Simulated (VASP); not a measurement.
# Si (P1) in VASP: relaxation of cell and atoms with PBE

Aim: the relaxation of cell and atoms of Si with PBE.

Program: VASP 6.6.1. These are calculated values, not measurements. Logs are shortened: lines on timing, memory, paths and dates and some standing lists are left out, and cuts for length are marked.

## (1) The cell of the first run

The typed cell holds 8 atoms: a = 5.092 Å, b = 4.928 Å, c = 5.081 Å, α = 103.19°, β = 105.76°, γ = 90.52°.

## (2) Relaxation of cell and atoms, PBE

INCAR reads:

```
SYSTEM = Si
PREC     = Accurate       ! precision mode
ENCUT    = 600            ! plane-wave cutoff, eV
EDIFF    = 1E-6           ! SCF threshold, eV
ISMEAR   = 0              ! smearing method
SIGMA    = 0.2            ! smearing width, eV
LREAL    = .False.        ! projectors in reciprocal space
LASPH    = .True.         ! aspherical terms in the spheres
NELM     = 60             ! most SCF steps
ALGO     = Normal         ! electronic algorithm
ISIF     = 3              ! what is computed and relaxed
LWAVE    = .False.        ! write WAVECAR
LCHARG   = .False.        ! write CHGCAR
GGA      = PE             ! functional
IBRION   = 2              ! ionic algorithm
NSW      = 80             ! ionic steps
EDIFFG   = -0.025         ! ionic threshold
```

KPOINTS reads:

```
regular mesh
0
Gamma
  4 4 4
  0 0 0
```

POSCAR reads:

```
Si
1.0
   -5.0920330790     -0.0227260274      0.0623885967
    0.0227260274      4.9280163044     -0.0316389838
    1.3270414604     -1.1960395937     -4.7562334792
Si
8
Direct
    0.6212337271      0.8820258733      0.5162933152
    0.6100600019      0.3734596526      0.4818544857
    0.1372112514      0.4086197376      0.5104048225
    0.0820881819      0.8294668720      0.4916759903
    0.7436850748      0.7852647913     -0.0467474808
    0.7475089220      0.2483722670     -0.0048408906
    0.2585434931      0.2439068418      0.0071085466
    0.2996693479      0.7288839645      0.0442512110
```

Potentials or basis: VASP PAW PBE potentials, release 64 (Si).

Command:

```
$ cat potpaw_PBE.64/Si/POTCAR > POTCAR
$ mpirun -np 1 vasp_std > vasp.out
```

OUTCAR:

```text
SYSTEM = Si
   PREC = Accurate
   ENCUT = 600
   EDIFF = 1E-6
   ISMEAR = 0
   LREAL = .False.
   LASPH = .True.
   NELM = 60
   ISIF = 3
   GGA = PE
   IBRION = 2
   NSW = 80
   EDIFFG = -0.025

 ion  position               nearest neighbor table
   1  0.621  0.882  0.516-   5 2.30   4 2.40   8 2.45   2 2.47   2 2.47   6 2.59   4 2.72   5 3.03

   2  0.610  0.373  0.482-   3 2.46   1 2.47   1 2.47   7 2.52   3 2.65   5 2.68   6 2.69   6 2.72

   3  0.137  0.409  0.510-   4 2.12   2 2.46   2 2.65   8 2.71   7 2.74   7 2.74   6 2.76   4 2.84
[... 7 lines left out ...]
   7  0.259  0.244  0.007-   8 2.36   6 2.51   2 2.52   6 2.59   8 2.59   3 2.74   3 2.74   4 2.84

   8  0.300  0.729  0.044-   7 2.36   5 2.45   1 2.45   7 2.59   3 2.71   4 2.74   5 2.77   4 2.88

  LATTYP: Found a triclinic cell.
 ALAT       =     5.0924659731
 B/A-ratio  =     1.3979377003
 C/A-ratio  =     1.3898298752
 COS(alpha) =     0.0066073910
 COS(beta)  =     0.5181798713
 COS(gamma) =     0.7216752051

  Lattice vectors:

 A1 = (   5.0920330790,   0.0227260274,  -0.0623885967)
 A2 = (   5.1147591064,   4.9507423318,  -0.0940275805)
 A3 = (   3.7422655912,  -3.7092506833,   4.7254838663)

Analysis of symmetry for initial positions (statically):
=====================================================================
 Subroutine PRICEL returns:
 Original cell was already a primitive cell.

 Routine SETGRP: Setting up the symmetry group for a
 triclinic supercell.

 Subroutine GETGRP returns: Found  1 space group operations
 (whereof  1 operations were pure point group operations)
 out of a pool of  2 trial point group operations.

The static configuration has the point symmetry C_1 .

Analysis of symmetry for dynamics (positions and initial velocities):
=====================================================================
 Subroutine PRICEL returns:
 Original cell was already a primitive cell.

 Routine SETGRP: Setting up the symmetry group for a
 triclinic supercell.

 Subroutine GETGRP returns: Found  1 space group operations
 (whereof  1 operations were pure point group operations)
 out of a pool of  2 trial point group operations.

The dynamic configuration has the point symmetry C_1 .

 Subroutine INISYM returns: Found  1 space group operations
 (whereof  1 operations are pure point group operations),
 and found     1 'primitive' translations

----------------------------------------------------------------------------------------

                                     Primitive cell

  volume of cell :     119.1326

  direct lattice vectors                    reciprocal lattice vectors
    -5.092033079 -0.022726027  0.062388597    -0.197063059  0.000554878 -0.055122295
     0.022726027  4.928016304 -0.031638984    -0.001533665  0.202598640 -0.051374945
     1.327041460 -1.196039594 -4.756233479    -0.002574719 -0.001340430 -0.210631702

  length of vectors
     5.092465973  4.928170268  5.080679743     0.204628015  0.209016617  0.210651702

  position of ions in fractional coordinates (direct lattice)
     0.621233727  0.882025873  0.516293315
     0.610060002  0.373459653  0.481854486
     0.137211251  0.408619738  0.510404822
     0.082088182  0.829466872  0.491675990
     0.743685075  0.785264791  0.953252519
     0.747508922  0.248372267  0.995159109
     0.258543493  0.243906842  0.007108547
     0.299669348  0.728883964  0.044251211

  ion indices of the primitive-cell ions
   primitive index   ion index
                 1           1
                 2           2
                 3           3
                 4           4
                 5           5
                 6           6
                 7           7
                 8           8

----------------------------------------------------------------------------------------

 KPOINTS: regular mesh

Automatic generation of k-mesh.
 Grid dimensions read from file:
 generate k-points for:    4    4    4

 Generating k-lattice:

  Cartesian coordinates                     Fractional coordinates (reciprocal lattice)
    -0.049265765  0.000138719 -0.013780574     0.250000000 -0.000000000 -0.000000000
    -0.000383416  0.050649660 -0.012843736    -0.000000000  0.250000000 -0.000000000
    -0.000643680 -0.000335107 -0.052657925     0.000000000 -0.000000000  0.250000000

  Length of vectors
     0.051157004  0.052254154  0.052662926

  Shift w.r.t. Gamma in fractional coordinates (k-lattice)
     0.000000000  0.000000000  0.000000000

 Subroutine IBZKPT returns following result:
 ===========================================

 Found     36 irreducible k-points:

 Following reciprocal coordinates:
            Coordinates               Weight
  0.000000  0.000000  0.000000      1.000000
  0.250000 -0.000000 -0.000000      2.000000
  0.500000 -0.000000 -0.000000      1.000000
  0.000000  0.250000 -0.000000      2.000000
  0.250000  0.250000 -0.000000      2.000000
  0.500000  0.250000 -0.000000      2.000000
[... 16 lines left out ...]
  0.000000 -0.250000  0.250000      2.000000
  0.250000 -0.250000  0.250000      2.000000
 [... further k-points ...]
   k-points           NKPTS =     36   k-points in BZ     NKDIM =     36   number of bands    NBANDS=     21
   number of dos      NEDOS =    301   number of ions     NIONS =      8
   total plane-waves  NPLWV =  70560
   dimension x,y,z NGX =    42 NGY =   40 NGZ =   42
   dimension x,y,z NGXF=    84 NGYF=   80 NGZF=   84
   ions per type =               8
   NGX,Y,Z   is equivalent  to a cutoff of  13.71, 13.49, 13.74 a.u.
   NGXF,Y,Z  is equivalent  to a cutoff of  27.42, 26.99, 27.49 a.u.
 SYSTEM =  Si
   PREC   = accura    normal or accurate (medium, high low for compatibility)
   ISTART =      0    job   : 0-new  1-cont  2-samecut
   ICHARG =      2    charge: 1-file 2-atom 10-const
   ISPIN  =      1    spin polarized calculation?
   LNONCOLLINEAR =      F non collinear calculations
   LSORBIT =      F    spin-orbit coupling
   LASPH  =      T    aspherical Exc in radial PAW
   ENCUT  =  600.0 eV  44.10 Ry    6.64 a.u.  10.17  9.84 10.15*2*pi/ulx,y,z
   NELM   =     60;   NELMIN=  2; NELMDL= -5     # of ELM steps
   EDIFF  = 0.1E-05   stopping-criterion for ELM
   LREAL  =      F    real-space projection
   EDIFFG = -.3E-01   stopping-criterion for IOM
   NSW    =     80    number of steps for IOM
   IBRION =      2    ionic relax: 0-MD 1-quasi-New 2-CG
   NFREE  =      1    steps in history (QN), initial steepest desc. (CG)
   ISIF   =      3    stress and relaxation
   ISYM   =      2    0-nonsym 1-usesym 2-fastsym
   POTIM  = 0.5000    time-step for ionic-motion
   TEBEG  =    0.0;   TEEND  =   0.0 temperature during run
   PSTRESS=    0.0 pullay stress
   NELECT =      32.0000    total number of electrons
   NUPDOWN=      -1.0000    fix difference up-down
   EMIN   =  10.00;   EMAX   =-10.00  energy-range for DOS
   EFERMI =   0.00;   METHOD = LEGACY
   ISMEAR =     0;   SIGMA  =   0.20  broadening in eV -4-tet -1-fermi 0-gaus
   EFERMI_NEDOS =   21; number of points for ismear=-14 and -15
   IALGO  =     38    algorithm
   IMIX   =      4    mixing-type and parameters
     AMIX     =   0.40;   BMIX     =  1.00
     AMIX_MAG =   1.60;   BMIX_MAG =  1.00
  volume/ion in A,a.u.               =      14.89       100.49
  Fermi-wavevector in a.u.,A,eV,Ry     =   1.056285  1.996090 15.180548  1.115739
  Thomas-Fermi vector in A             =   2.191515
   LORBIT       =      0    0 simple, 1 ext, 2 COOP (PROOUT), +10 PAW based schemes
   GGA     = PE    functional components
   LHFCALC =     F    Hartree Fock is set to
   AEXX    =    0.0000 exact exchange contribution
   IVDW    =     0    specifies the selected vdW correction
   LEPSILON=     F    determine dielectric tensor
   LRPA    =     F    only Hartree local field effects (RPA)
 conjugate gradient relaxation of ions
 non-spin polarized calculation
 Gauss-broadening in eV      SIGMA  =   0.20
  energy-cutoff  :      600.00
  volume of cell :      119.13
 maximum number of plane-waves:      4000
 NGX is ok and might be reduce to    42
   NGX = 21   NGY = 19   NGZ = 21

--------------------------------------- Ionic step        1  -------------------------------------------

 number of electron      32.0000000 magnetization

 Free energy of the ion-electron system (eV)
  ---------------------------------------------------
  ext. energy  EPLUGINS =         0.00000000
  ---------------------------------------------------
  free energy    TOTEN  =       -39.04652475 eV

  energy without entropy =      -38.97962010  energy(sigma->0) =      -39.01307243

------------------------ aborting loop because EDIFF is reached ----------------------------------------

  FORCE on cell =-STRESS in cart. coord.  units (eV):
  Direction    XX          YY          ZZ          XY          YZ          ZX
  --------------------------------------------------------------------------------------
  -------------------------------------------------------------------------------------
  Total        1.0167362     12.2877517      3.7215014      0.2757625      2.0283147     -0.4488810
  in kB       13.6737679    165.2541337     50.0493103      3.7086443     27.2781701     -6.0368598
  external PRESSURE =      76.3257373 kB  Pullay stress =       0.0000000 kB
[... 107 lines left out ...]
  FREE ENERGIE OF THE ION-ELECTRON SYSTEM (eV)
  ---------------------------------------------------
  free  energy   TOTEN  =       -39.8605932348 eV

  energy  without entropy=      -39.7855625742  energy(sigma->0) =      -39.82307790

[... ionic steps 4 to 51 ...]

--------------------------------------- Ionic step       52  -------------------------------------------

 number of electron      32.0000001 magnetization

------------------------ aborting loop because EDIFF is reached ----------------------------------------
[... 79 lines left out ...]
--------------------------------------- Ionic step       54  -------------------------------------------

 number of electron      32.0000001 magnetization

 Free energy of the ion-electron system (eV)
  ---------------------------------------------------
  ext. energy  EPLUGINS =         0.00000000
  ---------------------------------------------------
  free energy    TOTEN  =       -40.80466386 eV

  energy without entropy =      -40.72821990  energy(sigma->0) =      -40.76644188

 E-fermi :   9.2325     XC(G=0): -10.9362

 val. band max:        9.2197565028   @ k =  -0.2500   0.2500   0.5000
 cond. band min:       9.2411711321   @ k =  -0.2500   0.5000   0.2500
 fundamental gap:      0.0214146293
 Fermi energy:         9.2324567595

 k-point     1 :       0.0000    0.0000    0.0000
  band No.  band energies     occupation
      1      -4.5867      2.00000
      2       1.2628      2.00000
      3       1.6899      2.00000
      4       1.7346      2.00000
      5       1.9883      2.00000
      6       2.0195      2.00000
[... 565 lines left out ...]
     20      11.0781      0.00000
     21      12.2788      0.00000

 [... further k-points ...]

------------------------ aborting loop because EDIFF is reached ----------------------------------------

  FORCE on cell =-STRESS in cart. coord.  units (eV):
  Direction    XX          YY          ZZ          XY          YZ          ZX
  --------------------------------------------------------------------------------------
  -------------------------------------------------------------------------------------
  Total        0.0860533     -0.0953173      0.0316287     -0.0053735     -0.0051747     -0.0337895
  in kB        1.1379515     -1.2604565      0.4182509     -0.0710580     -0.0684286     -0.4468257
  external PRESSURE =       0.0985820 kB  Pullay stress =       0.0000000 kB
[... 23 lines left out ...]
  FREE ENERGIE OF THE ION-ELECTRON SYSTEM (eV)
  ---------------------------------------------------
  free  energy   TOTEN  =       -40.8046638595 eV

  energy  without entropy=      -40.7282199029  energy(sigma->0) =      -40.76644188

 reached required accuracy - stopping structural energy minimisation
```

Wall time 34 min (1 thread of Intel Xeon Platinum 8488C (Sapphire Rapids), shared host); peak memory 0.29 GiB.

Results:

- Free energy: -40.8047 eV
- Relaxed volume: 15.14 Å³/atom
- Relaxed cell: a = 4.991 Å, b = 5.293 Å, c = 5.733 Å, α = 114.45°, β = 115.74°, γ = 90.03°
- Space group after relaxing (to 0.1 Å): P2/m (No. 10)
- Energy gained by relaxing: 219.8 meV/atom
- Ionic steps: 54
- Pressure after relaxing: 0.0 GPa
- Largest force after relaxing: 0.016 eV/Å
- Band gap on the k mesh: zero (bands 16 and 17 overlap by 2.68 eV)

Forces on the atoms (eV/Å):
```
Si   0.011 -0.010  0.006
Si  -0.005 -0.003  0.011
Si   0.005 -0.013  0.005
Si  -0.008 -0.004  0.007
Si   0.002  0.007 -0.011
Si   0.001  0.004 -0.005
Si  -0.002  0.010 -0.010
Si  -0.006  0.009 -0.003
```

The path:
| step | energy change (eV) | largest force (eV/Å) | pressure (GPa) | volume (Å³) |
| --- | --- | --- | --- | --- |
| 1 | 0.0000 | 3.5681 | 7.63 | 119.13 |
| 3 | -0.8141 | 0.6802 | -2.57 | 127.31 |
| 5 | -1.0211 | 0.5217 | 1.64 | 120.20 |
| 7 | -1.0918 | 0.2697 | -1.29 | 123.42 |
| 9 | -1.1788 | 0.4349 | 1.11 | 121.60 |
| 11 | -1.2178 | 0.2759 | 0.21 | 122.27 |
| 13 | -1.2800 | 0.2916 | 0.24 | 123.24 |
| 15 | -1.3168 | 0.3090 | -0.18 | 123.92 |
| 17 | -1.3917 | 0.2078 | -0.01 | 123.59 |
| 19 | -1.4182 | 0.1995 | 0.28 | 123.34 |
| 21 | -1.4641 | 0.2699 | -0.05 | 124.37 |
| 23 | -1.4885 | 0.4362 | 0.38 | 125.55 |
| 25 | -1.5395 | 0.2662 | -0.13 | 125.33 |
| 27 | -1.5893 | 0.1578 | -0.13 | 125.27 |
| 29 | -1.6387 | 0.2157 | -0.64 | 125.10 |
| 31 | -1.6497 | 0.1586 | -0.09 | 124.11 |
| 33 | -1.6657 | 0.2414 | 0.24 | 123.16 |
| 35 | -1.7004 | 0.3583 | -0.16 | 122.44 |
| 37 | -1.7041 | 0.2819 | -0.52 | 122.52 |
| 39 | -1.7246 | 0.1155 | 0.90 | 120.70 |
| 41 | -1.7332 | 0.1867 | -0.21 | 121.78 |
| 43 | -1.7422 | 0.0593 | -0.22 | 121.47 |
| 45 | -1.7451 | 0.0638 | 0.46 | 120.71 |
| 47 | -1.7512 | 0.0644 | 0.15 | 121.10 |
| 49 | -1.7550 | 0.0491 | -0.19 | 121.46 |
| 51 | -1.7571 | 0.0402 | 0.09 | 121.09 |
| 53 | -1.7578 | 0.0279 | 0.07 | 121.10 |
| 54 | -1.7581 | 0.0163 | 0.01 | 121.16 |

Final structure:
```
Si
1.0
    -4.94509   -0.02620    0.67498
     0.05476    5.26032    0.58669
     1.82477   -1.83589   -5.11546
Si
8
Cartesian
  -1.8285 3.4065 -1.7146
  -1.8531 0.7739 -2.0081
  0.6180 0.7908 -2.3451
  0.6462 3.4182 -2.0514
  -2.1464 2.3527 -4.0766
  -2.1744 -0.2761 -4.3712
  0.2984 -0.2664 -4.7072
  0.3269 2.3648 -4.4160
```

Levels at points of the mesh, in eV from the Fermi level:
```csv
k point,band 14,band 15,band 16,band 17,band 18,band 19
"(0.00, 0.00, 0.00)",-2.75,-2.26,1.19,2.00,3.14,3.56
"(0.50, 0.00, 0.00)",-2.13,-0.72,-0.72,1.73,1.74,2.65
"(0.00, 0.50, 0.00)",-2.75,-1.47,-1.47,0.41,0.41,1.75
"(0.50, 0.50, 0.00)",-0.43,-0.08,-0.07,0.07,0.08,1.86
"(0.00, 0.00, 0.50)",-2.01,-1.97,-1.68,-1.48,-1.33,-1.02
"(0.50, 0.00, 0.50)",-2.12,-0.73,-0.73,1.73,1.73,2.67
"(0.00, 0.50, 0.50)",-2.28,-1.60,-1.60,1.68,1.68,1.85
"(0.50, 0.50, 0.50)",-0.43,-0.09,-0.08,0.09,0.09,1.85
```

The gap in the log of VASP goes by the Fermi energy; the results here count the filled bands.